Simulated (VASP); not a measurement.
# Cs2TaSiF6 (Fm-3m) in VASP: single point with LDA

Aim: the single point of Cs2TaSiF6 with LDA.

All numbers are computed with VASP 6.6.1; they aren't measurements. Logs are shortened: lines on timing, memory, paths and dates and some standing lists are left out, and cuts for length are marked.

### Step 1. The cell of the first run

The structure is cubic, space group Fm-3m (No. 225). Conventional cell: a = 9.170 Å, b = 9.170 Å, c = 9.170 Å, α = 90.00°, β = 90.00°, γ = 90.00°. Ta (site symmetry m-3m) has 6 F at 1.93 Å within 2.6 Å. F (site symmetry 4mm) has 1 Ta at 1.93 Å and 1 Si at 2.66 Å and 4 F at 2.72 Å within 2.8 Å. Within 4.3 Å of Cs (site symmetry -43m) lie 12 F at 3.26 Å and 4 Ta at 3.97 Å and 4 Si at 3.97 Å. Within 3.5 Å of Si (site symmetry m-3m) lie 6 F at 2.66 Å.

### Step 2. Single point, LDA

Input file POSCAR:

```
Cs2TaSiF6
1.0
    0.0000000000      4.5849940000      4.5849940000
    4.5849940000      0.0000000000      4.5849940000
    4.5849940000      4.5849940000      0.0000000000
Ta F Cs Si
1 6 2 1
Direct
    0.0000000000      0.0000000000      0.0000000000
    0.7900000000      0.2100000000      0.2100000000
    0.2100000000      0.7900000000      0.2100000000
    0.2100000000      0.7900000000      0.7900000000
    0.7900000000      0.2100000000      0.7900000000
    0.2100000000      0.2100000000      0.7900000000
    0.7900000000      0.7900000000      0.2100000000
    0.2500000000      0.2500000000      0.2500000000
    0.7500000000      0.7500000000      0.7500000000
    0.5000000000      0.5000000000      0.5000000000
```

Input file INCAR.step1:

```
ALGO     = Normal         # electronic algorithm
EDIFF    = 1E-6           # SCF threshold, eV
ENCUT    = 520            # plane-wave cutoff, eV
GGA      = CA             # functional
GGA_COMPAT= False        
ISIF     = 2              # what is computed and relaxed
ISMEAR   = -5             # smearing method
LASPH    = True           # aspherical terms in the spheres
LCHARG   = True           # write CHGCAR
LMAXMIX  = 4              # l up to which the mixer works
LORBIT   = 11             # projections on sites
LREAL    = False          # projectors in reciprocal space
LWAVE    = False          # write WAVECAR
NBANDS   = 50             # bands
NEDOS    = 2001           # points of the DOS
NELM     = 120            # most SCF steps
PREC     = Accurate       # precision mode
SIGMA    = 0.1            # smearing width, eV
```

Input file KPOINTS.step1:

```
k-points
0
Gamma
  5 5 5
```

Input file INCAR.step2:

```
ALGO     = Normal         # electronic algorithm
EDIFF    = 1E-6           # SCF threshold, eV
ENCUT    = 520            # plane-wave cutoff, eV
GGA      = CA             # functional
GGA_COMPAT= False        
ICHARG   = 11             # starting density
ISIF     = 2              # what is computed and relaxed
ISMEAR   = -5             # smearing method
LASPH    = True           # aspherical terms in the spheres
LCHARG   = False          # write CHGCAR
LMAXMIX  = 4              # l up to which the mixer works
LORBIT   = 11             # projections on sites
LREAL    = False          # projectors in reciprocal space
LWAVE    = False          # write WAVECAR
NEDOS    = 2001           # points of the DOS
NELM     = 120            # most SCF steps
PREC     = Accurate       # precision mode
SIGMA    = 0.1            # smearing width, eV
```

Input file KPOINTS.step2:

```
k-points
0
Gamma
  8 8 8
```

Potentials or basis: VASP PAW LDA potentials, release 64 (Ta_sv_GW, F, Cs_sv, Si).

The run is started by

```
> cat potpaw_LDA.64/Ta_sv_GW/POTCAR potpaw_LDA.64/F/POTCAR potpaw_LDA.64/Cs_sv/POTCAR potpaw_LDA.64/Si/POTCAR > POTCAR
> cp INCAR.step1 INCAR
> cp KPOINTS.step1 KPOINTS
> mpirun -np 1 vasp_std > vasp.out
> cp INCAR.step2 INCAR
> cp KPOINTS.step2 KPOINTS
> mpirun -np 1 vasp_std > vasp.out
```

OUTCAR:

```text
EDIFF = 1E-6
   ENCUT = 520
   GGA = CA
   ICHARG = 11
   ISIF = 2
   ISMEAR = -5
   LASPH = True
   LORBIT = 11
   LREAL = False
   NELM = 120
   PREC = Accurate

 ion  position               nearest neighbor table
   1  0.000  0.000  0.000-   2 1.93   3 1.93   4 1.93   5 1.93   6 1.93   7 1.93
   2  0.790  0.210  0.210-   1 1.93
   3  0.210  0.790  0.210-   1 1.93
   4  0.210  0.790  0.790-   1 1.93
   5  0.790  0.210  0.790-   1 1.93
   6  0.210  0.210  0.790-   1 1.93
   7  0.790  0.790  0.210-   1 1.93
   8  0.250  0.250  0.250-
   9  0.750  0.750  0.750-
  10  0.500  0.500  0.500-

  LATTYP: Found a face centered cubic cell.
 ALAT       =     9.1699880000

  Lattice vectors:

 A1 = (   0.0000000000,   4.5849940000,   4.5849940000)
 A2 = (   4.5849940000,   0.0000000000,   4.5849940000)
 A3 = (   4.5849940000,   4.5849940000,   0.0000000000)

Analysis of symmetry for initial positions (statically):
=====================================================================
 Subroutine PRICEL returns:
 Original cell was already a primitive cell.

 Routine SETGRP: Setting up the symmetry group for a
 face centered cubic supercell.

 Subroutine GETGRP returns: Found 48 space group operations
 (whereof 48 operations were pure point group operations)
 out of a pool of 48 trial point group operations.

The static configuration has the point symmetry O_h .

Analysis of symmetry for dynamics (positions and initial velocities):
=====================================================================
 Subroutine PRICEL returns:
 Original cell was already a primitive cell.

 Routine SETGRP: Setting up the symmetry group for a
 face centered cubic supercell.

 Subroutine GETGRP returns: Found 48 space group operations
 (whereof 48 operations were pure point group operations)
 out of a pool of 48 trial point group operations.

The dynamic configuration has the point symmetry O_h .

 Subroutine INISYM returns: Found 48 space group operations
 (whereof 48 operations are pure point group operations),
 and found     1 'primitive' translations

----------------------------------------------------------------------------------------

                                     Primitive cell

  volume of cell :     192.7730

  direct lattice vectors                    reciprocal lattice vectors
     0.000000000  4.584994000  4.584994000    -0.109051397  0.109051397  0.109051397
     4.584994000  0.000000000  4.584994000     0.109051397 -0.109051397  0.109051397
     4.584994000  4.584994000  0.000000000     0.109051397  0.109051397 -0.109051397

  length of vectors
     6.484160698  6.484160698  6.484160698     0.188882560  0.188882560  0.188882560

  position of ions in fractional coordinates (direct lattice)
     0.000000000  0.000000000  0.000000000
     0.790000000  0.210000000  0.210000000
     0.210000000  0.790000000  0.210000000
     0.210000000  0.790000000  0.790000000
     0.790000000  0.210000000  0.790000000
     0.210000000  0.210000000  0.790000000
     0.790000000  0.790000000  0.210000000
     0.250000000  0.250000000  0.250000000
     0.750000000  0.750000000  0.750000000
     0.500000000  0.500000000  0.500000000

  ion indices of the primitive-cell ions
   primitive index   ion index
                 1           1
                 2           2
                 3           3
                 4           4
                 5           5
                 6           6
                 7           7
                 8           8
                 9           9
                10          10

----------------------------------------------------------------------------------------

 KPOINTS: k-points

Automatic generation of k-mesh.
 Grid dimensions read from file:
 generate k-points for:    8    8    8

 Generating k-lattice:

  Cartesian coordinates                     Fractional coordinates (reciprocal lattice)
    -0.013631425  0.013631425  0.013631425     0.125000000  0.000000000  0.000000000
     0.013631425 -0.013631425  0.013631425     0.000000000  0.125000000  0.000000000
     0.013631425  0.013631425 -0.013631425     0.000000000  0.000000000  0.125000000

  Length of vectors
     0.023610320  0.023610320  0.023610320

  Shift w.r.t. Gamma in fractional coordinates (k-lattice)
     0.000000000  0.000000000  0.000000000

 TETIRR: Found     76 inequivalent tetrahedra from     3072

 Subroutine IBZKPT returns following result:
 ===========================================

 Found     29 irreducible k-points:

 Following reciprocal coordinates:
            Coordinates               Weight
  0.000000  0.000000  0.000000      1.000000
  0.125000  0.000000  0.000000      8.000000
  0.250000  0.000000  0.000000      8.000000
  0.375000  0.000000  0.000000      8.000000
  0.500000  0.000000  0.000000      4.000000
  0.125000  0.125000  0.000000      6.000000
[... 16 lines left out ...]
  0.500000  0.250000  0.125000     48.000000
 -0.375000  0.250000  0.125000     24.000000
 [... further k-points ...]
   k-points           NKPTS =     29   k-points in BZ     NKDIM =     29   number of bands    NBANDS=     46
   number of dos      NEDOS =   2001   number of ions     NIONS =     10
   total plane-waves  NPLWV = 110592
   dimension x,y,z NGX =    48 NGY =   48 NGZ =   48
   dimension x,y,z NGXF=    96 NGYF=   96 NGZF=   96
   ions per type =               1   6   2   1
   NGX,Y,Z   is equivalent  to a cutoff of  12.31, 12.31, 12.31 a.u.
   NGXF,Y,Z  is equivalent  to a cutoff of  24.61, 24.61, 24.61 a.u.
 SYSTEM =  unknown system
   PREC   = accura    normal or accurate (medium, high low for compatibility)
   ISTART =      0    job   : 0-new  1-cont  2-samecut
   ICHARG =     11    charge: 1-file 2-atom 10-const
   ISPIN  =      1    spin polarized calculation?
   LNONCOLLINEAR =      F non collinear calculations
   LSORBIT =      F    spin-orbit coupling
   LASPH  =      T    aspherical Exc in radial PAW
   ENCUT  =  520.0 eV  38.22 Ry    6.18 a.u.  12.06 12.06 12.06*2*pi/ulx,y,z
   NELM   =    120;   NELMIN=  2; NELMDL=  0     # of ELM steps
   EDIFF  = 0.1E-05   stopping-criterion for ELM
   LREAL  =      F    real-space projection
   EDIFFG = 0.1E-04   stopping-criterion for IOM
   NSW    =      0    number of steps for IOM
   IBRION =     -1    ionic relax: 0-MD 1-quasi-New 2-CG
   NFREE  =      0    steps in history (QN), initial steepest desc. (CG)
   ISIF   =      2    stress and relaxation
   ISYM   =      2    0-nonsym 1-usesym 2-fastsym
   POTIM  = 0.5000    time-step for ionic-motion
   TEBEG  =    0.0;   TEEND  =   0.0 temperature during run
   PSTRESS=    0.0 pullay stress
   NELECT =      77.0000    total number of electrons
   NUPDOWN=      -1.0000    fix difference up-down
   EMIN   =  10.00;   EMAX   =-10.00  energy-range for DOS
   EFERMI =   0.00;   METHOD = LEGACY
   ISMEAR =    -5;   SIGMA  =   0.10  broadening in eV -4-tet -1-fermi 0-gaus
   EFERMI_NEDOS =   21; number of points for ismear=-14 and -15
   IALGO  =     38    algorithm
   IMIX   =      4    mixing-type and parameters
     AMIX     =   0.40;   BMIX     =  1.00
     AMIX_MAG =   1.60;   BMIX_MAG =  1.00
  volume/ion in A,a.u.               =      19.28       130.09
  Fermi-wavevector in a.u.,A,eV,Ry     =   1.205655  2.278357 19.777475  1.453603
  Thomas-Fermi vector in A             =   2.341345
   LORBIT       =     11    0 simple, 1 ext, 2 COOP (PROOUT), +10 PAW based schemes
   GGA     = CA    functional components
   LHFCALC =     F    Hartree Fock is set to
   AEXX    =    0.0000 exact exchange contribution
   IVDW    =     0    specifies the selected vdW correction
   LEPSILON=     F    determine dielectric tensor
   LRPA    =     F    only Hartree local field effects (RPA)
 non-spin polarized calculation
 Fermi weights with tetrahedron method with Bloechl corrections
  energy-cutoff  :      520.00
  volume of cell :      192.77
 maximum number of plane-waves:      5218

 number of electron      77.0000007 magnetization

 Free energy of the ion-electron system (eV)
  ---------------------------------------------------
  ext. energy  EPLUGINS =         0.00000000
  ---------------------------------------------------
  free energy    TOTEN  =       -58.93469293 eV

  energy without entropy =      -58.93469293  energy(sigma->0) =      -58.93469293

 E-fermi :   4.4490     XC(G=0):  -9.5958

 val. band max:        4.4604490697   @ k =  -0.3750   0.3750   0.1250
 cond. band min:       4.4478488437   @ k =  -0.3750   0.2500   0.0000
 fundamental gap:     -0.0126002259
 Fermi energy:         4.4489791077

 k-point     1 :       0.0000    0.0000    0.0000
  band No.  band energies     occupation
      1     -66.4391      2.00000
      2     -33.5034      2.00000
      3     -33.5034      2.00000
      4     -33.5034      2.00000
      5     -22.0462      2.00000
      6     -21.7838      2.00000
[... 38 lines left out ...]
     45       6.4457      0.00000
     46       6.4457      0.00000
[... 1086 lines left out ...]
      6     -21.7946      2.00000
[... 38 lines left out ...]
     45       7.5942      0.00000
     46       7.7088      0.00000

 [... further k-points ...]

------------------------ aborting loop because EDIFF is reached ----------------------------------------

  FORCE on cell =-STRESS in cart. coord.  units (eV):
  Direction    XX          YY          ZZ          XY          YZ          ZX
  --------------------------------------------------------------------------------------
  -------------------------------------------------------------------------------------
  Total        4.7250586      4.7250586      4.7250586      0.0000000      0.0000000      0.0000000
  in kB       39.2709558     39.2709558     39.2709558      0.0000000      0.0000000      0.0000000
  external PRESSURE =      39.2709558 kB  Pullay stress =       0.0000000 kB

 VOLUME and BASIS-vectors are now :
 -----------------------------------------------------------------------------
  energy-cutoff  :      520.00
  volume of cell :      192.77
      direct lattice vectors                 reciprocal lattice vectors
     0.000000000  4.584994000  4.584994000    -0.109051397  0.109051397  0.109051397
     4.584994000  0.000000000  4.584994000     0.109051397 -0.109051397  0.109051397
     4.584994000  4.584994000  0.000000000     0.109051397  0.109051397 -0.109051397

 POSITION                                       TOTAL-FORCE (eV/Angst)
 -----------------------------------------------------------------------------------
      0.00000      0.00000      0.00000         0.000000     -0.000000     -0.000000
      1.92570      4.58499      4.58499         0.421764     -0.000000     -0.000000
      4.58499      1.92570      4.58499         0.000000      0.421764     -0.000000
      7.24429      4.58499      4.58499        -0.421764     -0.000000     -0.000000
      4.58499      7.24429      4.58499         0.000000     -0.421764     -0.000000
      4.58499      4.58499      1.92570         0.000000     -0.000000      0.421764
      4.58499      4.58499      7.24429         0.000000     -0.000000     -0.421764
      2.29250      2.29250      2.29250         0.000000     -0.000000     -0.000000
      6.87749      6.87749      6.87749         0.000000      0.000000     -0.000000
      4.58499      4.58499      4.58499         0.000000     -0.000000     -0.000000
 -----------------------------------------------------------------------------------
    total drift:                               -0.000000     -0.000000     -0.000000

  FREE ENERGIE OF THE ION-ELECTRON SYSTEM (eV)
  ---------------------------------------------------
  free  energy   TOTEN  =       -58.9346929348 eV

  energy  without entropy=      -58.9346929348  energy(sigma->0) =      -58.93469293

 total charge

# of ion       s       p       d       f       tot
--------------------------------------------------
    1        3.277   6.102   2.242   0.295  11.917
    2        1.742   4.331   0.000   0.000   6.073
    3        1.742   4.331   0.000   0.000   6.073
    4        1.742   4.331   0.000   0.000   6.073
    5        1.742   4.331   0.000   0.000   6.073
    6        1.742   4.331   0.000   0.000   6.073
    7        1.742   4.331   0.000   0.000   6.073
    8        1.831   4.677   0.038   0.000   6.545
    9        1.831   4.677   0.038   0.000   6.545
   10        0.963   0.572   0.000   0.000   1.535
--------------------------------------------------
tot         18.353  42.012   2.318   0.295  62.978
```

It took 3.6 min on 1 thread of Intel Xeon 6975P-C (Granite Rapids), shared host; peak memory 0.38 GiB.

What came out:

- Valence electrons inside the program's atomic spheres: Ta 11.92; F 6.07; Cs 6.54; Si 1.53

Caveat: spin-orbit coupling is left out, which moves the levels of the heavy elements; an odd number of electrons without spin polarisation forces a metal; a magnetic or distorted state may lie lower; tetrahedron occupations give inexact forces and stress in metals.
